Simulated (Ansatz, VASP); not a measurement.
## Pt: VASP beside Ansatz

```
Pt
1.0
     2.75075    0.00000    0.00000
    -1.37538    2.38222    0.00000
     0.00000    0.00000    4.71834
Pt
2
Direct
  0.33333 0.66667 0.25000
  0.66667 0.33333 0.75000
```

Alike in both runs: task single point; functional LDA; k mesh 15 × 15 × 8; occupations fermi-dirac, width 0.1 eV; no spin polarisation.

|  | VASP | Ansatz |
| --- | --- | --- |
| version | VASP 6.6.1 | Ansatz 0.2.0 |
| potentials or method | VASP PAW LDA potentials, release 64 (Pt), cutoff 520 eV | plane waves (420 eV) with PAW, scalar-relativistic |
| valence electrons in the cell | 20 | 36 |

VASP gave:

```
pressure (GPa)                                                : -9.9
traceless stress, the component that is largest in VASP (GPa) : 0.60
```

Task: Which values does Ansatz return?

Result: Pressure (GPa): -10.5; traceless stress, the component that is largest in VASP (GPa): 0.90.

Ansatz warns that its potentials were made for another functional, while VASP's fit it. LDA's correlation is that of Perdew and Zunger in VASP and of Perdew and Wang (1992) in Ansatz. VASP's potentials hold 20 valence electrons a cell and Ansatz's 36, so a difference there can come from the potentials and not from the codes.

Spin-orbit coupling is off throughout.
